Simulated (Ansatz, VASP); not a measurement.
## NaCl: VASP beside Ansatz

Contents of INCAR:

```
SYSTEM = NaCl
PREC     = Accurate       ! precision mode
ENCUT    = 520            ! plane-wave cutoff, eV
EDIFF    = 1E-6           ! SCF threshold, eV
ISMEAR   = -1             ! smearing method
SIGMA    = 0.02           ! smearing width, eV
LREAL    = .FALSE.        ! projectors in reciprocal space
LASPH    = .TRUE.         ! aspherical terms in the spheres
NELM     = 80             ! most SCF steps
ALGO     = Normal         ! electronic algorithm
ISIF     = 2              ! what is computed and relaxed
LWAVE    = .FALSE.        ! write WAVECAR
LCHARG   = .FALSE.        ! write CHGCAR
GGA      = PE             ! functional
NBANDS   = 14             ! bands
```

The input KPOINTS:

```
Automatic mesh
0
G
  8 8 8
  0 0 0
```

File POSCAR:

```
NaCl
1.0
    0.0000000000      2.9190453386      2.8027319622
    2.9190453386      0.0000000000      2.8027319622
    2.9190453386      2.9190453386      0.0000000000
Na Cl
1 1
Direct
    0.0000000000      0.0000000000      0.0000000000
    0.5000000000      0.5000000000      0.5000000000
```

Input for Ansatz:

```yaml
crystal:
  lattice:
    - [0.0, 2.9190453386, 2.8027319622]
    - [2.9190453386, 0.0, 2.8027319622]
    - [2.9190453386, 2.9190453386, 0.0]
  atoms:
    - { symbol: Na, position: [0.0, 0.0, 0.0] }
    - { symbol: Cl, position: [0.5, 0.5, 0.5] }
kpoints:
  mp_grid: { grid: [8, 8, 8] }
  band_path:
    path:
      - [0.0, 0.0, 0.0]
      - [0.5, 0.0, 0.5]
      - [0.625, 0.25, 0.625]
      - [0.375, 0.375, 0.75]
      - [0.5, 0.5, 0.5]
      - [0.5, 0.25, 0.75]
    npoints: 1
hamiltonian:
  xc: pbe
scf:
  occupations: { method: fermi_dirac, width: 0.02 }
  n_extra_bands: 4
output:
  forces: true
  stress: true
  eigenvalues: true
  write_density: true
  write_potential: true
  elf: true
  volumetric_format: npy
```

Change from the starting cell: biaxial_xy strain +4.2%.

Alike in both runs: task single point; functional PBE; k mesh 8 × 8 × 8; occupations fermi-dirac, width 0.02 eV; no spin polarisation.

|  | VASP | Ansatz |
| --- | --- | --- |
| version | VASP 6.6.1 | Ansatz 0.2.0 |
| potentials or method | VASP PAW PBE potentials, release 64 (Na_pv, Cl) | plane waves, PAW |
| plane-wave cutoff (eV) | 520 | 420 |
| valence electrons in the cell | 14 | 16 |

Ansatz gave:

- gap on the k mesh at the Fermi level (eV): 4.86
- pressure (GPa): -0.6
- traceless stress, the component that is largest in VASP (GPa): 0.85

Estimate VASP's values.

gap on the k mesh at the Fermi level (eV): 4.86; pressure (GPa): -0.7; traceless stress, the component that is largest in VASP (GPa): 0.86.

VASP's potentials hold 14 valence electrons a cell and Ansatz's 16, so a difference there can come from the potentials and not from the codes.
